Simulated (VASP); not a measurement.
# B32HN32 (a cell with a defect) in VASP: further runs

B32HN32 (a cell with a defect) is run at these levels: PBEsol, r2SCAN; tasks: single point.

Program: VASP 6.6.1. These are calculated values, not measurements. Logs are shortened: lines on timing, memory, paths and dates and some standing lists are left out, and cuts for length are marked.

## (1) The cell of the first run

The cell holds a defect, 65 atoms: a = 7.212 Å, b = 7.212 Å, c = 7.212 Å, α = 90.00°, β = 90.00°, γ = 90.00°.

## (2) Single point, PBEsol

INCAR reads:

```
ALGO = Normal ; EDIFF = 1E-6
ENCUT = 520 ; GGA = PS
GGA_COMPAT = F ; ISIF = 2
ISMEAR = -1 ; ISYM = -1
LASPH = T ; LCHARG = F
LREAL = Auto ; LWAVE = F
NBANDS = 166 ; NELECT = 256.0
NELM = 120 ; PREC = Accurate
SIGMA = 0.05
```

KPOINTS reads:

```
explicit points
1
Reciprocal
  0.25000000   0.25000000   0.25000000 1
```

POSCAR reads:

```
B32HN32
1.0
    7.2115910000      0.0000000000      0.0000000000
    0.0000000000      7.2115910000      0.0000000000
    0.0000000000      0.0000000000      7.2115910000
B N H
32 32 1
Direct
    0.0002180000      0.0006960000      0.9991380000
    0.9994400000      0.9999170000      0.4989420000
    0.0014650000      0.5004360000      0.0001810000
    0.9993030000      0.5002950000      0.4988040000
    0.4999570000      0.0019450000      0.0001850000
    0.4998140000      0.9997810000      0.4988040000
    0.5001670000      0.5006450000      0.9986930000
    0.4734660000      0.4739390000      0.4639050000
    0.2493470000      0.2498250000      0.9975610000
    0.2447980000      0.2452790000      0.4954050000
    0.2496850000      0.7509880000      0.9990620000
    0.2491750000      0.7503240000      0.5003210000
    0.7505090000      0.2501670000      0.9990610000
    0.7498510000      0.2496510000      0.5003180000
    0.7514940000      0.7519700000      0.0011630000
    0.7518210000      0.7523000000      0.4971680000
    0.2489490000      0.9990700000      0.2481170000
    0.2499190000      0.0006930000      0.7490360000
    0.2452440000      0.4982410000      0.2440400000
    0.2479760000      0.5019990000      0.7486400000
    0.7500450000      0.0003140000      0.2494490000
    0.7509660000      0.0017940000      0.7499450000
    0.7502150000      0.5012180000      0.2468910000
    0.7595630000      0.5015180000      0.7575810000
    0.9985900000      0.2494280000      0.2481150000
    0.0002140000      0.2503990000      0.7490350000
    0.9998350000      0.7505240000      0.2494520000
    0.0013130000      0.7514460000      0.7499460000
    0.4977610000      0.2457220000      0.2440410000
    0.5015160000      0.2484560000      0.7486400000
    0.5007360000      0.7506940000      0.2468930000
    0.5010460000      0.7600500000      0.7575880000
    0.1249690000      0.1254520000      0.1238440000
    0.1245140000      0.1249980000      0.6240290000
    0.1250210000      0.6257530000      0.1241790000
    0.1251380000      0.6258320000      0.6240320000
    0.6252700000      0.1255080000      0.1241820000
    0.6253490000      0.1256200000      0.6240310000
    0.6254300000      0.6259150000      0.1237740000
    0.6384460000      0.6389270000      0.6429330000
    0.3743710000      0.3748520000      0.1224520000
    0.3731060000      0.3735920000      0.6204710000
    0.3751600000      0.8755340000      0.1241130000
    0.3763350000      0.8756560000      0.6248570000
    0.8750490000      0.3756460000      0.1241080000
    0.8751760000      0.3768160000      0.6248540000
    0.8757970000      0.8762790000      0.1255230000
    0.8754700000      0.8759530000      0.6248550000
    0.3742330000      0.1240090000      0.3729910000
    0.3755240000      0.1263920000      0.8734440000
    0.3732540000      0.6245270000      0.3709200000
    0.3760400000      0.6265560000      0.8739460000
    0.8743880000      0.1258290000      0.3747770000
    0.8758240000      0.1263580000      0.8743310000
    0.8740620000      0.6250660000      0.3746110000
    0.8795430000      0.6269800000      0.8784180000
    0.1235250000      0.3747160000      0.3729890000
    0.1259120000      0.3760080000      0.8734430000
    0.1253510000      0.8748700000      0.3747820000
    0.1258720000      0.8763060000      0.8743300000
    0.6240520000      0.3737330000      0.3709200000
    0.6260700000      0.3765210000      0.8739470000
    0.6245830000      0.8745450000      0.3746100000
    0.6265030000      0.8800300000      0.8784270000
    0.5369780000      0.5375500000      0.6356780000
```

Potentials or basis: VASP PAW PBE potentials, release 64 (B, N, H).

Command:

```sh
> cat potpaw_PBE.64/B/POTCAR potpaw_PBE.64/N/POTCAR potpaw_PBE.64/H/POTCAR > POTCAR
> mpirun -np 1 vasp_std > vasp.out
```

OUTCAR:

```text
EDIFF = 1E-6
   ENCUT = 520
   GGA = PS
   ISIF = 2
   ISMEAR = -1
   ISYM = -1
   LASPH = T
   LREAL = Auto
   NELECT = 256.0
   NELM = 120
   PREC = Accurate

 ion  position               nearest neighbor table
   1  0.000  0.001  0.999-  33 1.56  60 1.56  54 1.56  47 1.56
   2  0.999  1.000  0.499-  48 1.56  59 1.56  53 1.56  34 1.56
   3  0.001  0.500  0.000-  56 1.54  35 1.55  45 1.56  58 1.56
   4  0.999  0.500  0.499-  46 1.56  55 1.56  57 1.56  36 1.57
   5  0.500  0.002  0.000-  64 1.54  37 1.55  43 1.56  50 1.56
   6  0.500  1.000  0.499-  44 1.56  63 1.56  49 1.56  38 1.57
[... 56 lines left out ...]
  63  0.625  0.875  0.375-  16 1.55   6 1.56  31 1.56  21 1.57
  64  0.627  0.880  0.878-  32 1.53   5 1.54  22 1.56  15 1.56
  65  0.537  0.538  0.636-  40 1.04   8 1.40

IMPORTANT INFORMATION: All symmetrisations will be switched off!
NOSYMM: (Re-)initialisation of all symmetry stuff for point group C_1.

----------------------------------------------------------------------------------------

                                     Primitive cell

  volume of cell :     375.0535

  direct lattice vectors                    reciprocal lattice vectors
     7.211591000  0.000000000  0.000000000     0.138665656  0.000000000  0.000000000
     0.000000000  7.211591000  0.000000000     0.000000000  0.138665656  0.000000000
     0.000000000  0.000000000  7.211591000     0.000000000  0.000000000  0.138665656

  length of vectors
     7.211591000  7.211591000  7.211591000     0.138665656  0.138665656  0.138665656

  position of ions in fractional coordinates (direct lattice)
     0.000218000  0.000696000  0.999138000
     0.999440000  0.999917000  0.498942000
     0.001465000  0.500436000  0.000181000
     0.999303000  0.500295000  0.498804000
     0.499957000  0.001945000  0.000185000
     0.499814000  0.999781000  0.498804000
[... 57 lines left out ...]
     0.626503000  0.880030000  0.878427000
     0.536978000  0.537550000  0.635678000

  ion indices of the primitive-cell ions
   primitive index   ion index
                 1           1
                 2           2
                 3           3
                 4           4
                 5           5
                 6           6
[... 57 lines left out ...]
                64          64
                65          65

----------------------------------------------------------------------------------------

 KPOINTS: explicit points

Read explicit list of k-points.

 Found      1 k-points:

 Following reciprocal coordinates:
            Coordinates               Weight
  0.250000  0.250000  0.250000      1.000000
   k-points           NKPTS =      1   k-points in BZ     NKDIM =      1   number of bands    NBANDS=    166
   number of dos      NEDOS =    301   number of ions     NIONS =     65
   total plane-waves  NPLWV = 157464
   dimension x,y,z NGX =    54 NGY =   54 NGZ =   54
   dimension x,y,z NGXF=   108 NGYF=  108 NGZF=  108
   ions per type =              32  32   1
   NGX,Y,Z   is equivalent  to a cutoff of  12.45, 12.45, 12.45 a.u.
   NGXF,Y,Z  is equivalent  to a cutoff of  24.90, 24.90, 24.90 a.u.
 SYSTEM =  unknown system
   PREC   = accura    normal or accurate (medium, high low for compatibility)
   ISTART =      0    job   : 0-new  1-cont  2-samecut
   ICHARG =      2    charge: 1-file 2-atom 10-const
   ISPIN  =      1    spin polarized calculation?
   LNONCOLLINEAR =      F non collinear calculations
   LSORBIT =      F    spin-orbit coupling
   LASPH  =      T    aspherical Exc in radial PAW
   ENCUT  =  520.0 eV  38.22 Ry    6.18 a.u.  13.41 13.41 13.41*2*pi/ulx,y,z
   NELM   =    120;   NELMIN=  2; NELMDL= -5     # of ELM steps
   EDIFF  = 0.1E-05   stopping-criterion for ELM
   LREAL  =      T    real-space projection
   EDIFFG = 0.1E-04   stopping-criterion for IOM
   NSW    =      0    number of steps for IOM
   IBRION =     -1    ionic relax: 0-MD 1-quasi-New 2-CG
   NFREE  =      0    steps in history (QN), initial steepest desc. (CG)
   ISIF   =      2    stress and relaxation
[... 2 lines left out ...]
   TEBEG  =    0.0;   TEEND  =   0.0 temperature during run
   PSTRESS=    0.0 pullay stress
   NELECT =     256.0000    total number of electrons
   NUPDOWN=      -1.0000    fix difference up-down
   EMIN   =  10.00;   EMAX   =-10.00  energy-range for DOS
   EFERMI =   0.00;   METHOD = LEGACY
   ISMEAR =    -1;   SIGMA  =   0.05  broadening in eV -4-tet -1-fermi 0-gaus
   EFERMI_NEDOS =   21; number of points for ismear=-14 and -15
   IALGO  =     38    algorithm
   IMIX   =      4    mixing-type and parameters
     AMIX     =   0.40;   BMIX     =  1.00
     AMIX_MAG =   1.60;   BMIX_MAG =  1.00
  volume/ion in A,a.u.               =       5.77        38.94
  Fermi-wavevector in a.u.,A,eV,Ry     =   1.441420  2.723888 28.268692  2.077690
  Thomas-Fermi vector in A             =   2.560054
   LORBIT       =      0    0 simple, 1 ext, 2 COOP (PROOUT), +10 PAW based schemes
   GGA     = PS    functional components
   LHFCALC =     F    Hartree Fock is set to
   AEXX    =    0.0000 exact exchange contribution
   IVDW    =     0    specifies the selected vdW correction
   LEPSILON=     F    determine dielectric tensor
   LRPA    =     F    only Hartree local field effects (RPA)
 non-spin polarized calculation
  energy-cutoff  :      520.00
  volume of cell :      375.05
 maximum number of plane-waves:     10107
 NGX is ok and might be reduce to    54
   NGX = 27   NGY = 27   NGZ = 27

 number of electron     256.0000062 magnetization

 Free energy of the ion-electron system (eV)
  ---------------------------------------------------
  ext. energy  EPLUGINS =         0.00000000
  ---------------------------------------------------
  free energy    TOTEN  =      -596.30411171 eV

  energy without entropy =     -596.30411171  energy(sigma->0) =     -596.30411171

 E-fermi :   8.3149     XC(G=0): -13.0509

 val. band max:        7.0574800573   @ k =   0.2500   0.2500   0.2500
 cond. band min:      11.7103867969   @ k =   0.2500   0.2500   0.2500
 fundamental gap:      4.6529067396
 Fermi energy:         8.3148937148

 k-point     1 :       0.2500    0.2500    0.2500
  band No.  band energies     occupation
      1     -12.6411      2.00000
      2     -11.8537      2.00000
      3     -11.4605      2.00000
      4     -11.4576      2.00000
      5     -10.7884      2.00000
      6     -10.5251      2.00000
[... 132 lines left out ...]
    139      15.7106      0.00000
    140      15.7247      0.00000
 [bands above 140 left out]

------------------------ aborting loop because EDIFF is reached ----------------------------------------

  FORCE on cell =-STRESS in cart. coord.  units (eV):
  Direction    XX          YY          ZZ          XY          YZ          ZX
  --------------------------------------------------------------------------------------
  -------------------------------------------------------------------------------------
  Total       -3.1540125     -3.1474278     -0.1797135     -0.3257141      2.5267887      2.5254423
  in kB      -13.4735093    -13.4453804     -0.7677116     -1.3914060     10.7940950     10.7883436
  external PRESSURE =      -9.2288671 kB  Pullay stress =       0.0000000 kB

 VOLUME and BASIS-vectors are now :
 -----------------------------------------------------------------------------
  energy-cutoff  :      520.00
  volume of cell :      375.05
      direct lattice vectors                 reciprocal lattice vectors
     7.211591000  0.000000000  0.000000000     0.138665656  0.000000000  0.000000000
     0.000000000  7.211591000  0.000000000     0.000000000  0.138665656  0.000000000
     0.000000000  0.000000000  7.211591000     0.000000000  0.000000000  0.138665656

 POSITION                                       TOTAL-FORCE (eV/Angst)
 -----------------------------------------------------------------------------------
      0.00157      0.00502      7.20537         0.000032      0.000347      0.001576
      7.20755      7.21099      3.59817         0.000532      0.000585      0.001601
      0.01056      3.60894      0.00131         0.001409     -0.002712      0.001963
      7.20656      3.60792      3.59717         0.002588      0.001241     -0.000242
      3.60549      0.01403      0.00133        -0.003198      0.002476      0.003294
      3.60445      7.21001      3.59717         0.001453      0.003467      0.000405
[... 57 lines left out ...]
      4.51808      6.34642      6.33486         0.005764     -0.000106      0.001335
      3.87247      3.87659      4.58425        -0.034071     -0.034898     -0.005047
 -----------------------------------------------------------------------------------
    total drift:                                0.003318      0.002252      0.002555

  FREE ENERGIE OF THE ION-ELECTRON SYSTEM (eV)
  ---------------------------------------------------
  free  energy   TOTEN  =      -596.3041117055 eV

  energy  without entropy=     -596.3041117054  energy(sigma->0) =     -596.30411171
```

Wall time 76 s (1 thread of Intel Xeon 6975P-C (Granite Rapids), shared host); peak memory 0.4 GiB.

What came out:

```yaml
Free_energy: -596.3041 eV
Largest_force: 0.049 eV/Å
```

Forces on the atoms (eV/Å):
```
B    0.000  0.000  0.002
B    0.001  0.001  0.002
B    0.001 -0.003  0.002
B    0.003  0.001  0.000
B   -0.003  0.002  0.003
B    0.001  0.003  0.000
B    0.001  0.001  0.002
B    0.007  0.007  0.007
B    0.000  0.001  0.002
B    0.003  0.003  0.004
B    0.002 -0.001  0.001
B    0.005  0.002 -0.004
B   -0.001  0.002  0.000
B   -0.001  0.007 -0.004
B    0.001  0.001 -0.002
B   -0.009 -0.009  0.011
B    0.000  0.001  0.001
B    0.000  0.002  0.000
B    0.003  0.002  0.004
B    0.007 -0.004 -0.002
B   -0.002  0.002  0.001
B    0.000  0.000 -0.001
B   -0.001 -0.005  0.006
B    0.005 -0.004 -0.002
B    0.000  0.001  0.001
B    0.002  0.002 -0.001
B    0.000  0.000  0.001
B    0.000  0.001 -0.002
B    0.002  0.004  0.004
B   -0.005  0.008 -0.002
B   -0.004  0.001  0.006
B   -0.005  0.007 -0.001
N    0.000  0.000  0.000
N   -0.001 -0.002  0.002
N   -0.001  0.003 -0.001
N   -0.005 -0.002 -0.002
N    0.004 -0.003 -0.002
N   -0.001 -0.006 -0.002
N   -0.001 -0.002 -0.003
N    0.022  0.021 -0.026
N   -0.001 -0.001 -0.002
N   -0.001 -0.003  0.015
N   -0.001 -0.001 -0.002
N   -0.002 -0.003  0.000
N    0.000 -0.001 -0.001
N   -0.003 -0.003 -0.001
N    0.002  0.001  0.000
N    0.001  0.000  0.002
N    0.001 -0.002 -0.001
N   -0.001 -0.002  0.000
N   -0.007  0.016 -0.002
N   -0.003 -0.002  0.000
N    0.001 -0.002 -0.002
N    0.000 -0.001  0.000
N    0.001 -0.002 -0.004
N    0.001  0.006  0.003
N   -0.001  0.000 -0.001
N   -0.002 -0.001 -0.001
N   -0.001 -0.001 -0.002
N    0.000  0.000  0.001
N    0.016 -0.006 -0.002
N   -0.001 -0.004 -0.001
N   -0.001  0.000 -0.003
N    0.006  0.000  0.001
H   -0.034 -0.035 -0.005
```

Caveat: the cell carries a net charge on a neutralising background, which shifts energy and pressure; the cell is charged against a uniform background, so pressure and absolute levels hang on convention; the PAW data sets were made with another functional, which shifts forces and pressure a little.

## (3) Single point, PBEsol

INCAR is that of step 2.

KPOINTS is that of step 2.

POSCAR, as its differences from that of step 2:

```diff
@@ -33,3 +33,3 @@
     0.9985900000      0.2494280000      0.2481150000
-    0.0002140000      0.2503990000      0.7490350000
+    0.0002140000      0.2503990000      0.7490360000
     0.9998350000      0.7505240000      0.2494520000
```

Potentials or basis: VASP PAW PBE potentials, release 64 (B, N, H).

Command:

```sh
> cat potpaw_PBE.64/B/POTCAR potpaw_PBE.64/N/POTCAR potpaw_PBE.64/H/POTCAR > POTCAR
> mpirun -np 1 vasp_std > vasp.out
```

Wall time 75 s (1 thread of Intel Xeon 6975P-C (Granite Rapids), shared host); peak memory 0.39 GiB.

Results (log left out):

```
Free energy   : -596.3041 eV
Largest force : 0.049 eV/Å
```

Forces on the atoms (eV/Å):
```
B    0.000  0.000  0.002
B    0.001  0.001  0.002
B    0.001 -0.003  0.002
B    0.003  0.001  0.000
B   -0.003  0.002  0.003
B    0.001  0.003  0.000
B    0.001  0.001  0.002
B    0.007  0.007  0.007
B    0.000  0.001  0.002
B    0.003  0.003  0.004
B    0.002 -0.001  0.001
B    0.005  0.002 -0.004
B   -0.001  0.002  0.000
B   -0.001  0.007 -0.004
B    0.001  0.001 -0.002
B   -0.009 -0.009  0.011
B    0.000  0.001  0.001
B    0.000  0.002  0.000
B    0.003  0.002  0.004
B    0.007 -0.004 -0.002
B   -0.002  0.002  0.001
B    0.000  0.000 -0.001
B   -0.001 -0.005  0.006
B    0.005 -0.004 -0.002
B    0.000  0.001  0.001
B    0.002  0.002 -0.002
B    0.000  0.000  0.001
B    0.000  0.001 -0.002
B    0.002  0.004  0.004
B   -0.005  0.008 -0.002
B   -0.004  0.001  0.006
B   -0.005  0.007 -0.001
N    0.000  0.000  0.000
N   -0.001 -0.002  0.002
N   -0.001  0.003 -0.001
N   -0.005 -0.002 -0.002
N    0.004 -0.003 -0.002
N   -0.001 -0.006 -0.002
N   -0.001 -0.002 -0.003
N    0.022  0.021 -0.026
N   -0.001 -0.001 -0.002
N   -0.001 -0.003  0.015
N   -0.001 -0.001 -0.002
N   -0.002 -0.003  0.000
N    0.000 -0.001 -0.001
N   -0.003 -0.003 -0.001
N    0.002  0.001  0.000
N    0.001  0.000  0.002
N    0.001 -0.002 -0.001
N   -0.001 -0.002  0.000
N   -0.007  0.016 -0.002
N   -0.003 -0.002  0.000
N    0.001 -0.002 -0.002
N    0.000 -0.001  0.000
N    0.001 -0.002 -0.004
N    0.001  0.006  0.003
N   -0.001  0.000 -0.001
N   -0.002 -0.001  0.000
N   -0.001 -0.001 -0.002
N    0.000  0.000  0.001
N    0.016 -0.006 -0.002
N   -0.001 -0.004 -0.001
N   -0.001  0.000 -0.003
N    0.006  0.000  0.001
H   -0.034 -0.035 -0.005
```

Levels at points of the mesh, in eV from the Fermi level:
```csv
k point,band 124,band 125,band 126,band 127,band 128,band 129,band 130,band 131,band 132,band 133
"(0.25, 0.25, 0.25)",-2.11,-2.09,-2.01,-1.27,-1.26,3.40,4.65,4.66,5.00,5.90
```

Caveat: the cell carries a net charge on a neutralising background, which shifts energy and pressure; the cell is charged against a uniform background, so pressure and absolute levels hang on convention; the PAW data sets were made with another functional, which shifts forces and pressure a little.

(Part 1 of 2 ends here.)
